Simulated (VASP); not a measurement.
# La2O (P4/mbm) in VASP: notebook

The runs below take La2O through single point, with PBE.

Everything below comes from runs of VASP 6.6.1. Logs are shortened: lines on timing, memory, paths and dates and some standing lists are left out, and cuts for length are marked.

## 1. The cell of the first run

Symmetry: P4/mbm, No. 127, tetragonal system. Conventional cell: a = 6.360 Å, b = 6.360 Å, c = 4.079 Å, α = 90.00°, β = 90.00°, γ = 90.00°. La (site symmetry m2m) has 2 O at 2.27 Å within 3.0 Å. Within 3.0 Å of O (site symmetry 4/m) lie 4 La at 2.27 Å.

## 2. Single point, PBE

The input, INCAR:

```
SYSTEM = La2O
PREC = Accurate ; ENCUT = 520
EDIFF = 1E-6 ; ISMEAR = 0
SIGMA = 0.1 ; LREAL = .FALSE.
LASPH = .TRUE. ; NELM = 80
ALGO = Normal ; ISIF = 2
LWAVE = .FALSE. ; LCHARG = .FALSE.
GGA = PE ; NBANDS = 37
```

The input, KPOINTS:

```
regular mesh
0
G
  4 4 4
  0 0 0
```

The input, POSCAR:

```
La2O
1.0
    6.3597865300      0.0000000000      0.0000000000
    0.0000000000      6.3597865300      0.0000000000
    0.0000000000      0.0000000000      4.0794449700
La O
4 2
Direct
    0.7824104100      0.2824104100      0.5000000000
    0.2175895900      0.7175895900      0.5000000000
    0.7175895900      0.7824104100      0.5000000000
    0.2824104100      0.2175895900      0.5000000000
    0.0000000000      0.0000000000      0.5000000000
    0.5000000000      0.5000000000      0.5000000000
```

Potentials or basis: VASP PAW PBE potentials, release 64 (La, O).

Launch:

```bash
cat potpaw_PBE.64/La/POTCAR potpaw_PBE.64/O/POTCAR > POTCAR
mpirun -np 1 vasp_std > vasp.out
```

OUTCAR:

```text
SYSTEM = La2O
   PREC = Accurate
   ENCUT = 520
   EDIFF = 1E-6
   ISMEAR = 0
   LREAL = .FALSE.
   LASPH = .TRUE.
   NELM = 80
   ISIF = 2
   GGA = PE

 ion  position               nearest neighbor table
   1  0.782  0.282  0.500-   5 2.27   6 2.27   3 3.21   4 3.21   3 3.21   4 3.21
   2  0.218  0.718  0.500-   5 2.27   6 2.27   3 3.21   4 3.21   4 3.21   3 3.21
   3  0.718  0.782  0.500-   5 2.27   6 2.27   1 3.21   2 3.21   1 3.21   2 3.21
   4  0.282  0.218  0.500-   5 2.27   6 2.27   1 3.21   2 3.21   2 3.21   1 3.21
   5  0.000  0.000  0.500-   1 2.27   2 2.27   3 2.27   4 2.27
   6  0.500  0.500  0.500-   1 2.27   2 2.27   3 2.27   4 2.27

  LATTYP: Found a simple tetragonal cell.
 ALAT       =     6.3597865300
 C/A-ratio  =     0.6414436948

  Lattice vectors:

 A1 = (   6.3597865300,   0.0000000000,   0.0000000000)
 A2 = (   0.0000000000,   6.3597865300,   0.0000000000)
 A3 = (   0.0000000000,   0.0000000000,   4.0794449700)

Analysis of symmetry for initial positions (statically):
=====================================================================
 Subroutine PRICEL returns:
 Original cell was already a primitive cell.

 Routine SETGRP: Setting up the symmetry group for a
 simple tetragonal supercell.

 Subroutine GETGRP returns: Found 16 space group operations
 (whereof  8 operations were pure point group operations)
 out of a pool of 16 trial point group operations.

The static configuration has the point symmetry C_4h.
 The point group associated with its full space group is D_4h.

Analysis of symmetry for dynamics (positions and initial velocities):
=====================================================================
 Subroutine PRICEL returns:
 Original cell was already a primitive cell.

 Routine SETGRP: Setting up the symmetry group for a
 simple tetragonal supercell.

 Subroutine GETGRP returns: Found 16 space group operations
 (whereof  8 operations were pure point group operations)
 out of a pool of 16 trial point group operations.

The dynamic configuration has the point symmetry C_4h.
 The point group associated with its full space group is D_4h.

 Subroutine INISYM returns: Found 16 space group operations
 (whereof  8 operations are pure point group operations),
 and found     1 'primitive' translations

----------------------------------------------------------------------------------------

                                     Primitive cell

  volume of cell :     165.0008

  direct lattice vectors                    reciprocal lattice vectors
     6.359786530  0.000000000  0.000000000     0.157237982  0.000000000  0.000000000
     0.000000000  6.359786530  0.000000000     0.000000000  0.157237982  0.000000000
     0.000000000  0.000000000  4.079444970     0.000000000  0.000000000  0.245131386

  length of vectors
     6.359786530  6.359786530  4.079444970     0.157237982  0.157237982  0.245131386

  position of ions in fractional coordinates (direct lattice)
     0.782410410  0.282410410  0.500000000
     0.217589590  0.717589590  0.500000000
     0.717589590  0.782410410  0.500000000
     0.282410410  0.217589590  0.500000000
     0.000000000  0.000000000  0.500000000
     0.500000000  0.500000000  0.500000000

  ion indices of the primitive-cell ions
   primitive index   ion index
                 1           1
                 2           2
                 3           3
                 4           4
                 5           5
                 6           6

----------------------------------------------------------------------------------------

 KPOINTS: regular mesh

Automatic generation of k-mesh.
 Grid dimensions read from file:
 generate k-points for:    4    4    4

 Generating k-lattice:

  Cartesian coordinates                     Fractional coordinates (reciprocal lattice)
     0.039309496  0.000000000  0.000000000     0.250000000  0.000000000  0.000000000
     0.000000000  0.039309496  0.000000000     0.000000000  0.250000000  0.000000000
     0.000000000  0.000000000  0.061282847     0.000000000  0.000000000  0.250000000

  Length of vectors
     0.039309496  0.039309496  0.061282847

  Shift w.r.t. Gamma in fractional coordinates (k-lattice)
     0.000000000  0.000000000  0.000000000

 Subroutine IBZKPT returns following result:
 ===========================================

 Found     18 irreducible k-points:

 Following reciprocal coordinates:
            Coordinates               Weight
  0.000000  0.000000  0.000000      1.000000
  0.250000  0.000000  0.000000      4.000000
  0.500000  0.000000  0.000000      2.000000
  0.250000  0.250000  0.000000      4.000000
  0.500000  0.250000  0.000000      4.000000
  0.500000  0.500000  0.000000      1.000000
[... 10 lines left out ...]
  0.500000  0.250000  0.500000      4.000000
  0.500000  0.500000  0.500000      1.000000
   k-points           NKPTS =     18   k-points in BZ     NKDIM =     18   number of bands    NBANDS=     37
   number of dos      NEDOS =    301   number of ions     NIONS =      6
   total plane-waves  NPLWV =  69120
   dimension x,y,z NGX =    48 NGY =   48 NGZ =   30
   dimension x,y,z NGXF=    96 NGYF=   96 NGZF=   60
   ions per type =               4   2
   NGX,Y,Z   is equivalent  to a cutoff of  12.55, 12.55, 12.23 a.u.
   NGXF,Y,Z  is equivalent  to a cutoff of  25.09, 25.09, 24.45 a.u.
 SYSTEM =  La2O
   PREC   = accura    normal or accurate (medium, high low for compatibility)
   ISTART =      0    job   : 0-new  1-cont  2-samecut
   ICHARG =      2    charge: 1-file 2-atom 10-const
   ISPIN  =      1    spin polarized calculation?
   LNONCOLLINEAR =      F non collinear calculations
   LSORBIT =      F    spin-orbit coupling
   LASPH  =      T    aspherical Exc in radial PAW
   ENCUT  =  520.0 eV  38.22 Ry    6.18 a.u.  11.82 11.82  7.59*2*pi/ulx,y,z
   NELM   =     80;   NELMIN=  2; NELMDL= -5     # of ELM steps
   EDIFF  = 0.1E-05   stopping-criterion for ELM
   LREAL  =      F    real-space projection
   EDIFFG = 0.1E-04   stopping-criterion for IOM
   NSW    =      0    number of steps for IOM
   IBRION =     -1    ionic relax: 0-MD 1-quasi-New 2-CG
   NFREE  =      0    steps in history (QN), initial steepest desc. (CG)
   ISIF   =      2    stress and relaxation
   ISYM   =      2    0-nonsym 1-usesym 2-fastsym
   POTIM  = 0.5000    time-step for ionic-motion
   TEBEG  =    0.0;   TEEND  =   0.0 temperature during run
   PSTRESS=    0.0 pullay stress
   NELECT =      56.0000    total number of electrons
   NUPDOWN=      -1.0000    fix difference up-down
   EMIN   =  10.00;   EMAX   =-10.00  energy-range for DOS
   EFERMI =   0.00;   METHOD = LEGACY
   ISMEAR =     0;   SIGMA  =   0.10  broadening in eV -4-tet -1-fermi 0-gaus
   EFERMI_NEDOS =   21; number of points for ismear=-14 and -15
   IALGO  =     38    algorithm
   IMIX   =      4    mixing-type and parameters
     AMIX     =   0.40;   BMIX     =  1.00
     AMIX_MAG =   1.60;   BMIX_MAG =  1.00
  volume/ion in A,a.u.               =      27.50       185.58
  Fermi-wavevector in a.u.,A,eV,Ry     =   1.141937  2.157948 17.742269  1.304020
  Thomas-Fermi vector in A             =   2.278636
   LORBIT       =      0    0 simple, 1 ext, 2 COOP (PROOUT), +10 PAW based schemes
   GGA     = PE    functional components
   LHFCALC =     F    Hartree Fock is set to
   AEXX    =    0.0000 exact exchange contribution
   IVDW    =     0    specifies the selected vdW correction
   LEPSILON=     F    determine dielectric tensor
   LRPA    =     F    only Hartree local field effects (RPA)
 non-spin polarized calculation
 Gauss-broadening in eV      SIGMA  =   0.10
  energy-cutoff  :      520.00
  volume of cell :      165.00
 maximum number of plane-waves:      4491
 NGX is ok and might be reduce to    48
   NGX = 23   NGY = 23   NGZ = 15

 number of electron      55.9999989 magnetization

 Free energy of the ion-electron system (eV)
  ---------------------------------------------------
  ext. energy  EPLUGINS =         0.00000000
  ---------------------------------------------------
  free energy    TOTEN  =       -36.85077161 eV

  energy without entropy =      -36.81643168  energy(sigma->0) =      -36.83360164

 E-fermi :   7.5754     XC(G=0):  -9.3764

 val. band max:        7.5617216503   @ k =   0.2500   0.2500   0.2500
 cond. band min:       7.6311099710   @ k =   0.2500   0.0000   0.2500
 fundamental gap:      0.0693883206
 Fermi energy:         7.5753728176

 k-point     1 :       0.0000    0.0000    0.0000
  band No.  band energies     occupation
      1     -25.5467      2.00000
      2     -25.0952      2.00000
      3     -25.0952      2.00000
      4     -24.7438      2.00000
      5     -14.6331      2.00000
      6     -12.2548      2.00000
[... 29 lines left out ...]
     36       8.9929      0.00000
     37       9.0210      0.00000

 k-point     2 :       0.2500    0.0000    0.0000
  band No.  band energies     occupation
      1     -25.4853      2.00000
      2     -25.1666      2.00000
      3     -25.0462      2.00000
      4     -24.7978      2.00000
      5     -14.3859      2.00000
      6     -12.8344      2.00000
[... 29 lines left out ...]
     36       9.1706      0.00000
     37       9.2886      0.00000

 k-point     3 :       0.5000    0.0000    0.0000
  band No.  band energies     occupation
      1     -25.3309      2.00000
      2     -25.3309      2.00000
      3     -24.9245      2.00000
      4     -24.9245      2.00000
      5     -13.7206      2.00000
      6     -13.7206      2.00000
[... 29 lines left out ...]
     36       9.1878      0.00000
     37       9.4226      0.00000
[... 521 lines left out ...]
 k-point    17 :       0.5000    0.2500    0.5000
  band No.  band energies     occupation
      1     -25.2508      2.00000
      2     -25.2508      2.00000
      3     -24.9648      2.00000
      4     -24.9648      2.00000
      5     -13.6097      2.00000
      6     -13.6097      2.00000
[... 29 lines left out ...]
     36       9.3572      0.00000
     37       9.4325      0.00000

 k-point    18 :       0.5000    0.5000    0.5000
  band No.  band energies     occupation
      1     -25.1242      2.00000
      2     -25.1242      2.00000
      3     -25.0988      2.00000
      4     -25.0988      2.00000
      5     -13.5197      2.00000
      6     -13.5197      2.00000
[... 29 lines left out ...]
     36       9.2183      0.00000
     37       9.3863      0.00000

------------------------ aborting loop because EDIFF is reached ----------------------------------------

  FORCE on cell =-STRESS in cart. coord.  units (eV):
  Direction    XX          YY          ZZ          XY          YZ          ZX
  --------------------------------------------------------------------------------------
  -------------------------------------------------------------------------------------
  Total       19.8402707     19.8402707     -1.9235400      0.0000000      0.0000000      0.0000000
  in kB      192.6513338    192.6513338    -18.6777970      0.0000000      0.0000000      0.0000000
  external PRESSURE =     122.2082902 kB  Pullay stress =       0.0000000 kB

 VOLUME and BASIS-vectors are now :
 -----------------------------------------------------------------------------
  energy-cutoff  :      520.00
  volume of cell :      165.00
      direct lattice vectors                 reciprocal lattice vectors
     6.359786530  0.000000000  0.000000000     0.157237982  0.000000000  0.000000000
     0.000000000  6.359786530  0.000000000     0.000000000  0.157237982  0.000000000
     0.000000000  0.000000000  4.079444970     0.000000000  0.000000000  0.245131386

 POSITION                                       TOTAL-FORCE (eV/Angst)
 -----------------------------------------------------------------------------------
      4.97596      1.79607      2.03972         0.336774      0.336774      0.000000
      1.38382      4.56372      2.03972        -0.336774     -0.336774      0.000000
      4.56372      4.97596      2.03972        -0.336774      0.336774     -0.000000
      1.79607      1.38382      2.03972         0.336774     -0.336774      0.000000
      0.00000      0.00000      2.03972        -0.000000      0.000000      0.000000
      3.17989      3.17989      2.03972        -0.000000      0.000000      0.000000
 -----------------------------------------------------------------------------------
    total drift:                                0.000000      0.000000     -0.000000

  FREE ENERGIE OF THE ION-ELECTRON SYSTEM (eV)
  ---------------------------------------------------
  free  energy   TOTEN  =       -36.8507716085 eV

  energy  without entropy=      -36.8164316806  energy(sigma->0) =      -36.83360164
```

Run time: 1.7 min. Hardware: 1 thread of Intel Xeon Platinum 8488C (Sapphire Rapids), shared host; peak memory 0.3 GiB.

Results:

```yaml
Free_energy: -36.8508 eV
Pressure: 12.2 GPa
Largest_force: 0.476 eV/Å
Band_gap_on_the_k_mesh: zero (band 28 reaches 8.18 eV, above the bottom of band 29 at 7.12 eV)
```

Forces on the atoms (eV/Å):
```
La   0.337  0.337  0.000
La  -0.337 -0.337  0.000
La  -0.337  0.337  0.000
La   0.337 -0.337  0.000
O    0.000  0.000  0.000
O    0.000  0.000  0.000
```

Caveat: the k points lie up to 0.39 Å⁻¹ apart; spin-orbit coupling is left out, which moves the levels of the heavy elements.

## 3. Single point, PBE

This run uses another cell than the first one, of 27.62 Å³/atom, 1.004 times its volume.

The input, INCAR:

```
PREC     = Accurate       # precision mode
ENCUT    = 520            # plane-wave cutoff, eV
EDIFF    = 1E-7           # SCF threshold, eV
ISMEAR   = 0              # smearing method
SIGMA    = 0.1            # smearing width, eV
LREAL    = F              # projectors in reciprocal space
LASPH    = T              # aspherical terms in the spheres
NELM     = 100            # most SCF steps
ALGO     = Normal         # electronic algorithm
ISIF     = 2              # what is computed and relaxed
LWAVE    = F              # write WAVECAR
LCHARG   = F              # write CHGCAR
GGA      = PE             # functional
NBANDS   = 37             # bands
```

The input, KPOINTS:

```
regular mesh
0
Gamma
  4 4 4
```

The input, POSCAR:

```
La2O
1.0
    6.7110213100      0.0000000000      0.0000000000
    0.0000000000      6.7110213100      0.0000000000
    0.0000000000      0.0000000000      3.6789889160
La O
4 2
Direct
    0.8153825135      0.3153825135      0.5000000000
    0.1846174865      0.6846174865      0.5000000000
    0.6846174865      0.8153825135      0.5000000000
    0.3153825135      0.1846174865      0.5000000000
    0.0000000000      0.0000000000      0.5000000000
    0.5000000000      0.5000000000      0.5000000000
```

Potentials or basis: VASP PAW PBE potentials, release 64 (La, O).

Launch:

```bash
cat potpaw_PBE.64/La/POTCAR potpaw_PBE.64/O/POTCAR > POTCAR
mpirun -np 1 vasp_std > vasp.out
```

It took 1.9 min on 1 thread of Intel Xeon Platinum 8488C (Sapphire Rapids), shared host; peak memory 0.3 GiB.

It converged, with:

```
Free energy            : -38.5806 eV
Pressure               : 0.1 GPa
Largest force          : 0.016 eV/Å
Band gap on the k mesh : zero (band 28 reaches 7.61 eV, above the bottom of band 29 at 7.28 eV)
```

Forces in eV/Å, atoms in the order of the input:
```
La  -0.011 -0.011  0.000
La   0.011  0.011  0.000
La   0.011 -0.011  0.000
La  -0.011  0.011  0.000
O    0.000  0.000  0.000
O    0.000  0.000  0.000
```

Stress tensor (GPa, compression positive):
```
 0.24  0.00  0.00
 0.00  0.24  0.00
 0.00  0.00 -0.12
```

Levels at points of the mesh, in eV from the Fermi level:
```csv
k point,band 26,band 27,band 28,band 29,band 30,band 31
"(0.00, 0.00, 0.00)",-0.96,-0.36,-0.36,0.24,0.41,0.47
"(0.50, 0.00, 0.00)",-1.67,-0.64,-0.64,0.18,0.18,1.28
"(0.50, 0.50, 0.00)",-1.14,-0.60,-0.60,0.03,0.03,0.35
"(0.00, 0.00, 0.50)",-0.84,-0.69,-0.69,0.78,0.79,0.83
"(0.50, 0.00, 0.50)",-1.34,-0.32,-0.32,0.50,0.50,1.17
"(0.50, 0.50, 0.50)",-0.95,0.23,0.23,0.61,0.61,0.78
```

Caveat: the k points lie up to 0.43 Å⁻¹ apart; spin-orbit coupling is left out, which moves the levels of the heavy elements.

## 4. Single point, PBE

This run uses another cell than the first one, of 28.07 Å³/atom, 1.021 times its volume.

The input, INCAR:

```
PREC = Accurate ; ENCUT = 520
EDIFF = 1E-6 ; ISMEAR = 0
SIGMA = 0.1 ; LREAL = F
LASPH = T ; NELM = 100
ALGO = Normal ; ISIF = 2
LWAVE = F ; LCHARG = F
GGA = PE ; NBANDS = 37
```

The input, KPOINTS:

```
regular mesh
0
Gamma
  4 4 6
```

The input, POSCAR:

```
La2O
1.0
    6.7085073898      0.0000000000      0.0000000000
    0.0000000000      6.7085073898      0.0000000000
    0.0000000000      0.0000000000      3.7424897354
La O
4 2
Direct
    0.8149737455      0.3149737455      0.5000000000
    0.1850262545      0.6850262545      0.5000000000
    0.6850262545      0.8149737455      0.5000000000
    0.3149737455      0.1850262545      0.5000000000
    0.0000000000      0.0000000000      0.5000000000
    0.5000000000      0.5000000000      0.5000000000
```

Launch:

```bash
cat potpaw_PBE.64/La/POTCAR potpaw_PBE.64/O/POTCAR > POTCAR
mpirun -np 1 vasp_std > vasp.out
```

It took 2.3 min on 1 thread of Intel Xeon Platinum 8488C (Sapphire Rapids), shared host; peak memory 0.32 GiB.

It converged, with:

* Free energy: -38.5555 eV
* Pressure: -0.1 GPa
* Largest force: 0.030 eV/Å
* Band gap on the k mesh: zero (band 28 reaches 7.50 eV, above the bottom of band 29 at 7.16 eV)

Forces on the atoms (eV/Å):
```
La   0.021  0.021  0.000
La  -0.021 -0.021  0.000
La  -0.021  0.021  0.000
La   0.021 -0.021  0.000
O    0.000  0.000  0.000
O    0.000  0.000  0.000
```

Stress tensor (GPa, compression positive):
```
-0.17  0.00  0.00
 0.00 -0.17  0.00
 0.00  0.00  0.09
```

Levels at points of the mesh, in eV from the Fermi level:
```
           k point  band 26  band 27  band 28  band 29  band 30  band 31
(0.00, 0.00, 0.00)    -0.95    -0.33    -0.33     0.29     0.40     0.49
(0.50, 0.00, 0.00)    -1.68    -0.63    -0.63     0.23     0.23     1.29
(0.50, 0.50, 0.00)    -1.14    -0.59    -0.59     0.05     0.05     0.37
(0.00, 0.00, 0.50)    -0.90    -0.63    -0.63     0.73     0.79     0.80
(0.50, 0.00, 0.50)    -1.29    -0.37    -0.37     0.53     0.53     1.22
(0.50, 0.50, 0.50)    -0.91     0.27     0.27     0.57     0.57     0.77
```

Caveat: spin-orbit coupling is left out, which moves the levels of the heavy elements.

## 5. The runs side by side

```csv
cell,k mesh,gap on the mesh (eV),pressure (GPa),largest force (eV/Å)
"a = 6.360, b = 6.360, c = 4.079 Å, 6 atoms",4 × 4 × 4,none,12.2,0.48
"a = 6.711, b = 6.711, c = 3.679 Å, 6 atoms",4 × 4 × 4,none,0.1,0.02
"a = 6.709, b = 6.709, c = 3.742 Å, 6 atoms",4 × 4 × 6,none,-0.1,0.03
```

Alike in all rows: task single point; level PBE; potentials or basis VASP PAW PBE potentials, release 64 (La, O); no spin polarisation; cutoff (eV) 520; smearing gaussian 0.1 eV.

Caveats: some runs use coarse meshes; spin-orbit coupling is left out, which moves the levels of the heavy elements.

Total energies depend on the potentials used, so only differences within one code and one set of settings carry meaning.
